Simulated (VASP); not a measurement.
# CeO2 (Fm-3m) in VASP: notebook

CeO2 is run at these levels: revPBE+D4; tasks: single point.

All numbers are computed with VASP 6.6.1; they aren't measurements. Logs are shortened: lines on timing, memory, paths and dates and some standing lists are left out, and cuts for length are marked.

## 1. The cell of the first run

Symmetry: Fm-3m, No. 225, cubic system. The conventional cell has a = 5.431 Å, b = 5.431 Å, c = 5.431 Å, α = 90.00°, β = 90.00°, γ = 90.00°. Within 3.1 Å of Ce (site symmetry m-3m) lie 8 O at 2.35 Å. O (site symmetry -43m) has 4 Ce at 2.35 Å and 6 O at 2.72 Å within 3.1 Å.

## 2. Single point, revPBE+D4 (13.35 Å³/atom)

The input, INCAR:

```
SYSTEM = CeO2
PREC = Accurate
ENCUT = 520
EDIFF = 1E-6
ISMEAR = 0
SIGMA = 0.05
LREAL = .False.
LASPH = .True.
NELM = 60
ALGO = Normal
ISIF = 2
LWAVE = .False.
LCHARG = .True.
GGA = RE
IVDW = 13
LELF = .True.
LVHAR = .True.
NBANDS = 19
```

The input, KPOINTS:

```
Automatic mesh
0
Gamma
  8 8 8
  0 0 0
```

The input, POSCAR:

```
CeO2
1.0
    0.0000000000      2.7154978010      2.7154978010
    2.7154978010      0.0000000000      2.7154978010
    2.7154978010      2.7154978010      0.0000000000
Ce O
1 2
Direct
    0.0000000000      0.0000000000      0.0000000000
    0.2500000000      0.2500000000      0.2500000000
    0.7500000000      0.7500000000      0.7500000000
```

Potentials or basis: VASP PAW PBE potentials, release 64 (Ce, O).

On the command line:

```bash
cat potpaw_PBE.64/Ce/POTCAR potpaw_PBE.64/O/POTCAR > POTCAR
mpirun -np 1 vasp_std > vasp.out
```

OUTCAR:

```text
SYSTEM = CeO2
   PREC = Accurate
   ENCUT = 520
   EDIFF = 1E-6
   ISMEAR = 0
   LREAL = .False.
   LASPH = .True.
   NELM = 60
   ISIF = 2
   GGA = RE
   IVDW = 13

 ion  position               nearest neighbor table
   1  0.000  0.000  0.000-   2 2.35   3 2.35   3 2.35   3 2.35   3 2.35   2 2.35   2 2.35   2 2.35

   2  0.250  0.250  0.250-   1 2.35   1 2.35   1 2.35   1 2.35
   3  0.750  0.750  0.750-   1 2.35   1 2.35   1 2.35   1 2.35

  LATTYP: Found a face centered cubic cell.
 ALAT       =     5.4309956020

  Lattice vectors:

 A1 = (   0.0000000000,   2.7154978010,   2.7154978010)
 A2 = (   2.7154978010,   0.0000000000,   2.7154978010)
 A3 = (   2.7154978010,   2.7154978010,   0.0000000000)

Analysis of symmetry for initial positions (statically):
=====================================================================
 Subroutine PRICEL returns:
 Original cell was already a primitive cell.

 Routine SETGRP: Setting up the symmetry group for a
 face centered cubic supercell.

 Subroutine GETGRP returns: Found 48 space group operations
 (whereof 48 operations were pure point group operations)
 out of a pool of 48 trial point group operations.

The static configuration has the point symmetry O_h .

Analysis of symmetry for dynamics (positions and initial velocities):
=====================================================================
 Subroutine PRICEL returns:
 Original cell was already a primitive cell.

 Routine SETGRP: Setting up the symmetry group for a
 face centered cubic supercell.

 Subroutine GETGRP returns: Found 48 space group operations
 (whereof 48 operations were pure point group operations)
 out of a pool of 48 trial point group operations.

The dynamic configuration has the point symmetry O_h .

 Subroutine INISYM returns: Found 48 space group operations
 (whereof 48 operations are pure point group operations),
 and found     1 'primitive' translations

----------------------------------------------------------------------------------------

                                     Primitive cell

  volume of cell :      40.0478

  direct lattice vectors                    reciprocal lattice vectors
     0.000000000  2.715497801  2.715497801    -0.184128302  0.184128302  0.184128302
     2.715497801  0.000000000  2.715497801     0.184128302 -0.184128302  0.184128302
     2.715497801  2.715497801  0.000000000     0.184128302  0.184128302 -0.184128302

  length of vectors
     3.840293819  3.840293819  3.840293819     0.318919575  0.318919575  0.318919575

  position of ions in fractional coordinates (direct lattice)
     0.000000000  0.000000000  0.000000000
     0.250000000  0.250000000  0.250000000
     0.750000000  0.750000000  0.750000000

  ion indices of the primitive-cell ions
   primitive index   ion index
                 1           1
                 2           2
                 3           3

----------------------------------------------------------------------------------------

 KPOINTS: Automatic mesh

Automatic generation of k-mesh.
 Grid dimensions read from file:
 generate k-points for:    8    8    8

 Generating k-lattice:

  Cartesian coordinates                     Fractional coordinates (reciprocal lattice)
    -0.023016038  0.023016038  0.023016038     0.125000000  0.000000000  0.000000000
     0.023016038 -0.023016038  0.023016038     0.000000000  0.125000000  0.000000000
     0.023016038  0.023016038 -0.023016038     0.000000000  0.000000000  0.125000000

  Length of vectors
     0.039864947  0.039864947  0.039864947

  Shift w.r.t. Gamma in fractional coordinates (k-lattice)
     0.000000000  0.000000000  0.000000000

 Subroutine IBZKPT returns following result:
 ===========================================

 Found     29 irreducible k-points:

 Following reciprocal coordinates:
            Coordinates               Weight
  0.000000  0.000000  0.000000      1.000000
  0.125000  0.000000  0.000000      8.000000
  0.250000  0.000000  0.000000      8.000000
  0.375000  0.000000  0.000000      8.000000
  0.500000  0.000000  0.000000      4.000000
  0.125000  0.125000  0.000000      6.000000
[... 16 lines left out ...]
  0.500000  0.250000  0.125000     48.000000
 -0.375000  0.250000  0.125000     24.000000
 [... further k-points ...]
   k-points           NKPTS =     29   k-points in BZ     NKDIM =     29   number of bands    NBANDS=     19
   number of dos      NEDOS =    301   number of ions     NIONS =      3
   total plane-waves  NPLWV =  27000
   dimension x,y,z NGX =    30 NGY =   30 NGZ =   30
   dimension x,y,z NGXF=    60 NGYF=   60 NGZF=   60
   ions per type =               1   2
   NGX,Y,Z   is equivalent  to a cutoff of  12.99, 12.99, 12.99 a.u.
   NGXF,Y,Z  is equivalent  to a cutoff of  25.97, 25.97, 25.97 a.u.
 SYSTEM =  CeO2
   PREC   = accura    normal or accurate (medium, high low for compatibility)
   ISTART =      0    job   : 0-new  1-cont  2-samecut
   ICHARG =      2    charge: 1-file 2-atom 10-const
   ISPIN  =      1    spin polarized calculation?
   LNONCOLLINEAR =      F non collinear calculations
   LSORBIT =      F    spin-orbit coupling
   LASPH  =      T    aspherical Exc in radial PAW
   ENCUT  =  520.0 eV  38.22 Ry    6.18 a.u.   7.14  7.14  7.14*2*pi/ulx,y,z
   NELM   =     60;   NELMIN=  2; NELMDL= -5     # of ELM steps
   EDIFF  = 0.1E-05   stopping-criterion for ELM
   LREAL  =      F    real-space projection
[... 7 lines left out ...]
   TEBEG  =    0.0;   TEEND  =   0.0 temperature during run
   PSTRESS=    0.0 pullay stress
   NELECT =      24.0000    total number of electrons
   NUPDOWN=      -1.0000    fix difference up-down
   EMIN   =  10.00;   EMAX   =-10.00  energy-range for DOS
   EFERMI =   0.00;   METHOD = LEGACY
   ISMEAR =     0;   SIGMA  =   0.05  broadening in eV -4-tet -1-fermi 0-gaus
   EFERMI_NEDOS =   21; number of points for ismear=-14 and -15
   IALGO  =     38    algorithm
   IMIX   =      4    mixing-type and parameters
     AMIX     =   0.40;   BMIX     =  1.00
     AMIX_MAG =   1.60;   BMIX_MAG =  1.00
  volume/ion in A,a.u.               =      13.35        90.09
  Fermi-wavevector in a.u.,A,eV,Ry     =   1.380233  2.608262 25.919691  1.905044
  Thomas-Fermi vector in A             =   2.505129
   LORBIT       =      0    0 simple, 1 ext, 2 COOP (PROOUT), +10 PAW based schemes
   GGA     = RE    functional components
   LHFCALC =     F    Hartree Fock is set to
   AEXX    =    0.0000 exact exchange contribution
   IVDW    =    13    specifies the selected vdW correction
   LEPSILON=     F    determine dielectric tensor
   LRPA    =     F    only Hartree local field effects (RPA)
 non-spin polarized calculation
 Gauss-broadening in eV      SIGMA  =   0.05
  energy-cutoff  :      520.00
  volume of cell :       40.05
 maximum number of plane-waves:      1090
 NGX is ok and might be reduce to    30
   NGX = 15   NGY = 15   NGZ = 15

 number of electron      23.9999991 magnetization

 Free energy of the ion-electron system (eV)
  ---------------------------------------------------
  ext. energy  EPLUGINS =         0.00000000
  ---------------------------------------------------
  free energy    TOTEN  =       -25.09039907 eV

  energy without entropy =      -25.09039907  energy(sigma->0) =      -25.09039907

 E-fermi :   5.5964     XC(G=0): -11.0989

 val. band max:        5.3281719107   @ k =  -0.2500   0.2500   0.0000
 cond. band min:       7.2549859707   @ k =   0.5000   0.0000   0.0000
 fundamental gap:      1.9268140600
 Fermi energy:         5.5963886258

 k-point     1 :       0.0000    0.0000    0.0000
  band No.  band energies     occupation
      1     -27.1287      2.00000
      2     -11.0456      2.00000
      3     -10.1155      2.00000
      4      -9.2935      2.00000
      5      -9.2935      2.00000
      6      -9.2935      2.00000
[... 11 lines left out ...]
     18       8.2170      0.00000
     19       8.2170      0.00000

 k-point     2 :       0.1250    0.0000    0.0000
  band No.  band energies     occupation
      1     -27.1002      2.00000
      2     -11.5514      2.00000
      3     -10.2343      2.00000
      4      -9.3291      2.00000
      5      -9.3291      2.00000
      6      -8.7644      2.00000
[... 11 lines left out ...]
     18       8.1282      0.00000
     19       8.1282      0.00000

 k-point     3 :       0.2500    0.0000    0.0000
  band No.  band energies     occupation
      1     -27.0303      2.00000
      2     -12.3268      2.00000
      3     -10.5318      2.00000
      4      -9.4129      2.00000
      5      -9.4129      2.00000
      6      -7.8836      2.00000
[... 11 lines left out ...]
     18       8.0278      0.00000
     19       8.0278      0.00000

 k-point     4 :       0.3750    0.0000    0.0000
  band No.  band energies     occupation
      1     -26.9583      2.00000
      2     -12.8995      2.00000
      3     -10.7989      2.00000
      4      -9.4937      2.00000
      5      -9.4937      2.00000
      6      -7.1875      2.00000
[... 11 lines left out ...]
     18       8.0381      0.00000
     19       8.0622      0.00000

 k-point     5 :       0.5000    0.0000    0.0000
  band No.  band energies     occupation
      1     -26.9278      2.00000
      2     -13.1078      2.00000
      3     -10.9011      2.00000
      4      -9.5262      2.00000
      5      -9.5262      2.00000
      6      -6.9236      2.00000
[... 11 lines left out ...]
     18       8.0683      0.00000
     19       8.1448      0.00000
[... 334 lines left out ...]
      2     -13.4368      2.00000
      3     -10.8502      2.00000
      4      -9.8712      2.00000
      5      -9.8712      2.00000
      6      -6.2446      2.00000
[... 11 lines left out ...]
     18       7.8812      0.00000
     19       8.5018      0.00000

 k-point    22 :       0.3750    0.2500    0.1250
  band No.  band energies     occupation
      1     -26.9772      2.00000
      2     -12.6138      2.00000
      3     -11.1488      2.00000
      4      -9.5367      2.00000
      5      -8.9514      2.00000
      6      -7.5823      2.00000
[... 11 lines left out ...]
     18       7.8719      0.00000
     19       8.0186      0.00000

 k-point    23 :       0.5000    0.2500    0.1250
  band No.  band energies     occupation
      1     -26.9188      2.00000
      2     -12.8358      2.00000
      3     -11.7549      2.00000
      4      -9.6289      2.00000
      5      -8.4982      2.00000
      6      -7.3631      2.00000
[... 11 lines left out ...]
     18       7.8601      0.00000
     19       8.1661      0.00000

 k-point    24 :      -0.3750    0.2500    0.1250
  band No.  band energies     occupation
      1     -26.8943      2.00000
      2     -12.8938      2.00000
      3     -12.0057      2.00000
      4      -9.6697      2.00000
      5      -8.3177      2.00000
      6      -7.2890      2.00000
[... 11 lines left out ...]
     18       7.8546      0.00000
     19       8.2586      0.00000

 [... further k-points ...]

------------------------ aborting loop because EDIFF is reached ----------------------------------------

  DFT-D4 for vdW energy calculation

  Edisp (eV):   -1.27761

  FORCE on cell =-STRESS in cart. coord.  units (eV):
  Direction    XX          YY          ZZ          XY          YZ          ZX
  --------------------------------------------------------------------------------------
  -------------------------------------------------------------------------------------
  Total       0.00380     0.00380     0.00380    -0.00000    -0.00000    -0.00000
  in kB       0.15183     0.15183     0.15183    -0.00000    -0.00000    -0.00000
  external pressure =        0.15 kB  Pullay stress =        0.00 kB

 VOLUME and BASIS-vectors are now :
 -----------------------------------------------------------------------------
  energy-cutoff  :      520.00
  volume of cell :       40.05
      direct lattice vectors                 reciprocal lattice vectors
     0.000000000  2.715497801  2.715497801    -0.184128302  0.184128302  0.184128302
     2.715497801  0.000000000  2.715497801     0.184128302 -0.184128302  0.184128302
     2.715497801  2.715497801  0.000000000     0.184128302  0.184128302 -0.184128302

 POSITION                                       TOTAL-FORCE (eV/Angst)
 -----------------------------------------------------------------------------------
      0.00000      0.00000      0.00000         0.000000      0.000000     -0.000000
      1.35775      1.35775      1.35775         0.000000     -0.000000     -0.000000
      4.07325      4.07325      4.07325        -0.000000     -0.000000      0.000000
 -----------------------------------------------------------------------------------
    total drift:                                0.000000     -0.000000      0.000000

  FREE ENERGIE OF THE ION-ELECTRON SYSTEM (eV)
  ---------------------------------------------------
  free  energy   TOTEN  =       -26.3680071487 eV

  energy  without entropy=      -26.3680071487  energy(sigma->0) =      -26.36800715
```

It took 83 s on 1 thread of Intel Xeon 8259CL, shared host; peak memory 0.2 GiB.

What came out:

| Item | Value |
| --- | --- |
| Free energy | -26.3680 eV |
| Pressure | 0.0 GPa |
| Band gap on the k mesh | 1.93 eV (least direct gap 2.03 eV) |
| Dispersion energy per atom | -0.426 eV |

Caveat: the PAW data sets were made with another functional, which shifts forces and pressure a little; spin-orbit coupling is left out, which moves the levels of the heavy elements; semilocal functionals describe open f shells poorly, which spoils levels, moments and volumes. Spin polarisation is off, so any magnetic state and its effect on volume and gap are missing.

## 3. Single point, revPBE+D4 (13.08 Å³/atom)

This run uses another cell than the first one, of 13.08 Å³/atom.

The input, INCAR:

```
ALGO = Normal
EDIFF = 1E-6
ENCUT = 520
GGA = RE
ISIF = 2
ISMEAR = 0
IVDW = 13
LASPH = T
LCHARG = F
LREAL = F
LWAVE = F
NBANDS = 19
NELM = 80
PREC = Accurate
SIGMA = 0.05
```

The input, KPOINTS:

```
k-points
0
Gamma
  8 8 8
```

The input, POSCAR:

```
CeO2
1.0
    0.0000000000      2.6972724344      2.6972724344
    2.6972724344      0.0000000000      2.6972724344
    2.6972724344      2.6972724344      0.0000000000
Ce O
1 2
Direct
    0.0000000000      0.0000000000      0.0000000000
    0.2500000000      0.2500000000      0.2500000000
    0.7500000000      0.7500000000      0.7500000000
```

Potentials or basis: VASP PAW PBE potentials, release 64 (Ce, O).

On the command line:

```bash
cat potpaw_PBE.64/Ce/POTCAR potpaw_PBE.64/O/POTCAR > POTCAR
mpirun -np 1 vasp_std > vasp.out
```

It took 71 s on 1 thread of Intel Xeon 8259CL, shared host; peak memory 0.18 GiB.

The run converged. Its results:

| Property | Result |
| --- | --- |
| Free energy | -26.3576 eV |
| Pressure | 3.7 GPa |
| Band gap on the k mesh | 1.99 eV (least direct gap 2.09 eV) |
| Dispersion energy per atom | -0.436 eV |

Levels at points of the mesh, in eV from the valence-band top:
```csv
k point,band 10,band 11,band 12,band 13,band 14,band 15
"(0.00, 0.00, 0.00)",-0.63,-0.63,-0.63,2.32,2.32,2.32
"(0.50, 0.00, 0.00)",-1.21,-0.80,-0.80,1.99,2.17,2.17
"(0.50, 0.50, 0.00)",-0.82,-0.82,-0.65,2.02,2.12,2.12
```

Caveat: the cell stands under pressure; the PAW data sets were made with another functional, which shifts forces and pressure a little; spin-orbit coupling is left out, which moves the levels of the heavy elements; semilocal functionals describe open f shells poorly, which spoils levels, moments and volumes.
